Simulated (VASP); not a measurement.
# B2Cl (P1) in VASP: single point with PBE

Aim: the single point of B2Cl with PBE.

Everything below comes from runs of VASP 6.6.1. Logs are shortened: lines on timing, memory, paths and dates and some standing lists are left out, and cuts for length are marked.

**1. The cell of the first run**

The typed cell holds 6 atoms: a = 3.302 Å, b = 7.192 Å, c = 4.580 Å, α = 87.31°, β = 68.87°, γ = 88.96°.

**2. Single point, PBE**

Input file INCAR:

```
  ALGO = Normal
  EDIFF = 1E-6
  ENCUT = 520
  GGA = PE
  ISIF = 2
  ISMEAR = 0
  LASPH = True
  LCHARG = False
  LREAL = False
  LWAVE = False
  NBANDS = 22
  NELM = 100
  PREC = Accurate
  SIGMA = 0.1
```

Input file KPOINTS:

```
k-points
0
Gamma
  8 4 4
```

Input file POSCAR:

```
B2Cl
1.0
    0.0384284509      0.5275014945      3.2596255894
    7.1900136924      0.1785630425      0.0187595813
    0.1010033289      4.4803001163      0.9462161562
B Cl
4 2
Direct
   -0.0577945706      0.3275268987      0.0658224155
    0.4160107034      0.3274706727      1.0654442577
    0.2455148696      0.5317093757      0.9165622658
    0.6597284796      0.5309829345      0.0883221515
   -0.2079977604      0.1268080154     -0.1445573310
    0.4445382782      0.6555021031      0.5084062404
```

Potentials or basis: VASP PAW PBE potentials, release 64 (B, Cl).

Launch:

```
cat potpaw_PBE.64/B/POTCAR potpaw_PBE.64/Cl/POTCAR > POTCAR
mpirun -np 1 vasp_std > vasp.out
```

OUTCAR:

```text
EDIFF = 1E-6
   ENCUT = 520
   GGA = PE
   ISIF = 2
   ISMEAR = 0
   LASPH = True
   LREAL = False
   NELM = 100
   PREC = Accurate

 ion  position               nearest neighbor table
   1  0.942  0.328  0.066-   2 1.56   4 1.71   2 1.74   3 1.76   5 1.94
   2  0.416  0.327  0.065-   1 1.56   4 1.71   1 1.74   3 1.76   5 1.94
   3  0.246  0.532  0.917-   2 1.76   1 1.76   4 1.81   4 1.81   6 1.92
   4  0.660  0.531  0.088-   1 1.71   2 1.71   3 1.81   3 1.81   6 2.04
   5  0.792  0.127  0.855-   2 1.94   1 1.94
   6  0.445  0.656  0.508-   3 1.92   4 2.04

  LATTYP: Found a triclinic cell.
 ALAT       =    14.8170711733
 B/A-ratio  =     0.6514037908
 C/A-ratio  =     0.7988327945
 COS(alpha) =     0.0035455064
 COS(beta)  =     0.5555437878
 COS(gamma) =     0.8312928452

  Lattice vectors:

 A1 = ( -14.4184558357,  -0.8846275795,  -3.2971447520)
 A2 = (  -7.1658672653,   3.2467340848,  -5.5917946039)
 A3 = (  -7.3151634484,  -8.0841602861,   4.6080592851)

Analysis of symmetry for initial positions (statically):
=====================================================================
 Subroutine PRICEL returns:
 Original cell was already a primitive cell.

 Routine SETGRP: Setting up the symmetry group for a
 triclinic supercell.

 Subroutine GETGRP returns: Found  1 space group operations
 (whereof  1 operations were pure point group operations)
 out of a pool of  2 trial point group operations.

The static configuration has the point symmetry C_1 .

Analysis of symmetry for dynamics (positions and initial velocities):
=====================================================================
 Subroutine PRICEL returns:
 Original cell was already a primitive cell.

 Routine SETGRP: Setting up the symmetry group for a
 triclinic supercell.

 Subroutine GETGRP returns: Found  1 space group operations
 (whereof  1 operations were pure point group operations)
 out of a pool of  2 trial point group operations.

The dynamic configuration has the point symmetry C_1 .

 Subroutine INISYM returns: Found  1 space group operations
 (whereof  1 operations are pure point group operations),
 and found     1 'primitive' translations
[... 99 lines left out ...]
   LSORBIT =      F    spin-orbit coupling
   LASPH  =      T    aspherical Exc in radial PAW
   ENCUT  =  520.0 eV  38.22 Ry    6.18 a.u.   6.14 13.37  8.52*2*pi/ulx,y,z
   NELM   =    100;   NELMIN=  2; NELMDL= -5     # of ELM steps
   EDIFF  = 0.1E-05   stopping-criterion for ELM
   LREAL  =      F    real-space projection
   EDIFFG = 0.1E-04   stopping-criterion for IOM
   NSW    =      0    number of steps for IOM
   IBRION =     -1    ionic relax: 0-MD 1-quasi-New 2-CG
   NFREE  =      0    steps in history (QN), initial steepest desc. (CG)
   ISIF   =      2    stress and relaxation
   ISYM   =      2    0-nonsym 1-usesym 2-fastsym
   POTIM  = 0.5000    time-step for ionic-motion
   TEBEG  =    0.0;   TEEND  =   0.0 temperature during run
   PSTRESS=    0.0 pullay stress
   NELECT =      26.0000    total number of electrons
   NUPDOWN=      -1.0000    fix difference up-down
   EMIN   =  10.00;   EMAX   =-10.00  energy-range for DOS
   EFERMI =   0.00;   METHOD = LEGACY
   ISMEAR =     0;   SIGMA  =   0.10  broadening in eV -4-tet -1-fermi 0-gaus
   EFERMI_NEDOS =   21; number of points for ismear=-14 and -15
   IALGO  =     38    algorithm
   IMIX   =      4    mixing-type and parameters
     AMIX     =   0.40;   BMIX     =  1.00
     AMIX_MAG =   1.60;   BMIX_MAG =  1.00
  volume/ion in A,a.u.               =      16.89       114.00
  Fermi-wavevector in a.u.,A,eV,Ry     =   1.040183  1.965661 14.721246  1.081981
  Thomas-Fermi vector in A             =   2.174747
   LORBIT       =      0    0 simple, 1 ext, 2 COOP (PROOUT), +10 PAW based schemes
   GGA     = PE    functional components
   LHFCALC =     F    Hartree Fock is set to
   AEXX    =    0.0000 exact exchange contribution
   IVDW    =     0    specifies the selected vdW correction
   LEPSILON=     F    determine dielectric tensor
   LRPA    =     F    only Hartree local field effects (RPA)
 non-spin polarized calculation
 Gauss-broadening in eV      SIGMA  =   0.10
  energy-cutoff  :      520.00
  volume of cell :      101.36
 maximum number of plane-waves:      2746
 NGX is ok and might be reduce to    28
   NGX = 13   NGY = 27   NGZ = 17

 number of electron      25.9999999 magnetization

 Free energy of the ion-electron system (eV)
  ---------------------------------------------------
  ext. energy  EPLUGINS =         0.00000000
  ---------------------------------------------------
  free energy    TOTEN  =       -30.04187525 eV

  energy without entropy =      -30.04187525  energy(sigma->0) =      -30.04187525

 E-fermi :   2.0322     XC(G=0):  -8.2566

 val. band max:        1.6032161615   @ k =   0.0000   0.0000   0.5000
 cond. band min:       3.2887181609   @ k =   0.5000   0.5000   0.2500
 fundamental gap:      1.6855019995
 Fermi energy:         2.0322016310

 k-point     1 :       0.0000    0.0000    0.0000
  band No.  band energies     occupation
      1     -15.8171      2.00000
      2     -14.8863      2.00000
      3     -10.6195      2.00000
      4      -5.8638      2.00000
      5      -5.5312      2.00000
      6      -3.6420      2.00000
[... 589 lines left out ...]
     21      10.3979      0.00000
     22      10.8068      0.00000

 [... further k-points ...]

------------------------ aborting loop because EDIFF is reached ----------------------------------------

  FORCE on cell =-STRESS in cart. coord.  units (eV):
  Direction    XX          YY          ZZ          XY          YZ          ZX
  --------------------------------------------------------------------------------------
  -------------------------------------------------------------------------------------
  Total       -0.0470192     -0.1162822     -0.0682761     -0.0538085      0.0066134      0.0019331
  in kB       -0.7432202     -1.8380420     -1.0792220     -0.8505374      0.1045364      0.0305553
  external PRESSURE =      -1.2201614 kB  Pullay stress =       0.0000000 kB

 VOLUME and BASIS-vectors are now :
 -----------------------------------------------------------------------------
  energy-cutoff  :      520.00
  volume of cell :      101.36
      direct lattice vectors                 reciprocal lattice vectors
     0.038428451  0.527501494  3.259625589     0.000837711 -0.067101275  0.317632747
     7.190013692  0.178563042  0.018759581     0.139156612 -0.002889407 -0.001172959
     0.101003329  4.480300116  0.946216156    -0.005644738  0.231214860 -0.037350690

 POSITION                                       TOTAL-FORCE (eV/Angst)
 -----------------------------------------------------------------------------------
      2.39778      0.85040      3.13966        -0.037716     -0.019701     -0.027189
      2.37712      0.57113      1.42411        -0.034524     -0.002646      0.031915
      3.92501      4.33093      1.67753         0.030713     -0.027057      0.004272
      3.85205      0.83853      2.24400         0.010007      0.010564     -0.003188
      1.02859      4.27307      3.39344         0.046288      0.027187     -0.004347
      4.78150      2.62936      1.94239        -0.014768      0.011653     -0.001463
 -----------------------------------------------------------------------------------
    total drift:                               -0.000644     -0.000152      0.000017

  FREE ENERGIE OF THE ION-ELECTRON SYSTEM (eV)
  ---------------------------------------------------
  free  energy   TOTEN  =       -30.0418752460 eV

  energy  without entropy=      -30.0418752460  energy(sigma->0) =      -30.04187525
```

OSZICAR:

```text
N       E                     dE             d eps       ncg     rms          rms(c)
DAV:   1     0.119140209544E+03    0.11914E+03   -0.11543E+04  2992   0.101E+03
DAV:   2    -0.248307329743E+02   -0.14397E+03   -0.13910E+03  3992   0.204E+02
DAV:   3    -0.336714443155E+02   -0.88407E+01   -0.87782E+01  3944   0.521E+01
DAV:   4    -0.338030250634E+02   -0.13158E+00   -0.13149E+00  4022   0.706E+00
DAV:   5    -0.338057574928E+02   -0.27324E-02   -0.27323E-02  4098   0.100E+00    0.152E+01
DAV:   6    -0.303724201068E+02    0.34333E+01   -0.57641E+00  3516   0.171E+01    0.755E+00
DAV:   7    -0.300780331646E+02    0.29439E+00   -0.24896E+00  4074   0.802E+00    0.326E+00
DAV:   8    -0.300398665258E+02    0.38167E-01   -0.16531E-01  3858   0.228E+00    0.131E+00
DAV:   9    -0.300418574472E+02   -0.19909E-02   -0.28181E-02  4152   0.912E-01    0.406E-01
DAV:  10    -0.300414403177E+02    0.41713E-03   -0.19412E-03  3676   0.246E-01    0.271E-01
DAV:  11    -0.300417498813E+02   -0.30956E-03   -0.88968E-04  3668   0.188E-01    0.530E-02
DAV:  12    -0.300418488649E+02   -0.98984E-04   -0.12563E-04  3756   0.722E-02    0.253E-02
DAV:  13    -0.300418745672E+02   -0.25702E-04   -0.27729E-05  3472   0.377E-02    0.896E-03
DAV:  14    -0.300418752460E+02   -0.67874E-06   -0.30645E-06  4100   0.121E-02
   1 F= -.30041875E+02 E0= -.30041875E+02  d E =-.593284E-11
```

stdout:

```text
POSCAR found type information on POSCAR B Cl
 POSCAR found :  2 types and       6 ions
 scaLAPACK will be used
 LDA part: xc-table for (Slater+PW92), standard interpolation
 POSCAR, INCAR and KPOINTS ok, starting setup
 FFT: planning ... GRIDC
 FFT: planning ... GRID_SOFT
 FFT: planning ... GRID
 WAVECAR not read
 entering main loop
```

Run time: 1.9 min. Hardware: 1 thread of Intel Xeon Platinum 8259CL at 2.50GHz (Skylake/Cascade Lake), shared host; peak memory 0.28 GiB.

Results:

* Free energy: -30.0419 eV
* Pressure: -0.1 GPa
* Largest force: 0.054 eV/Å
* Band gap on the k mesh: 1.69 eV, indirect (least direct gap 1.96 eV)

Forces on the atoms (eV/Å):
```
B   -0.038 -0.020 -0.027
B   -0.035 -0.003  0.032
B    0.031 -0.027  0.004
B    0.010  0.011 -0.003
Cl   0.046  0.027 -0.004
Cl  -0.015  0.012 -0.001
```

Stress tensor (GPa, compression positive):
```
-0.07 -0.09  0.00
-0.09 -0.18  0.01
 0.00  0.01 -0.11
```

Levels at points of the mesh, in eV from the valence-band top:
| k point | band 9 | band 10 | band 11 | band 12 | band 13 | band 14 | band 15 | band 16 | band 17 | band 18 |
| --- | --- | --- | --- | --- | --- | --- | --- | --- | --- | --- |
| (0.00, 0.00, 0.00) | -3.89 | -3.30 | -3.26 | -2.24 | -1.62 | 1.98 | 4.77 | 5.56 | 6.55 | 6.85 |
| (0.50, 0.00, 0.00) | -4.18 | -3.83 | -2.21 | -1.48 | -0.30 | 2.04 | 3.22 | 4.08 | 5.51 | 6.70 |
| (0.00, 0.50, 0.00) | -3.89 | -3.31 | -3.24 | -2.24 | -1.75 | 2.09 | 4.88 | 5.75 | 6.47 | 6.57 |
| (0.50, 0.50, 0.00) | -4.21 | -3.75 | -2.23 | -1.42 | -0.28 | 1.79 | 3.14 | 4.25 | 5.49 | 6.49 |
| (0.00, 0.00, 0.50) | -4.05 | -3.71 | -1.64 | -1.28 | 0.00 | 2.18 | 4.47 | 5.28 | 6.36 | 6.72 |
| (0.50, 0.00, 0.50) | -4.18 | -3.84 | -2.21 | -1.49 | -0.30 | 2.04 | 3.22 | 4.11 | 5.55 | 6.68 |
| (0.00, 0.50, 0.50) | -4.10 | -3.73 | -1.79 | -1.28 | -0.05 | 2.58 | 4.61 | 5.23 | 5.89 | 6.73 |
| (0.50, 0.50, 0.50) | -4.20 | -3.73 | -2.23 | -1.42 | -0.28 | 1.79 | 3.14 | 4.21 | 5.45 | 6.53 |

A k mesh can miss the band edges. A hybrid or GW would open this gap; PBE tends to underestimate it.
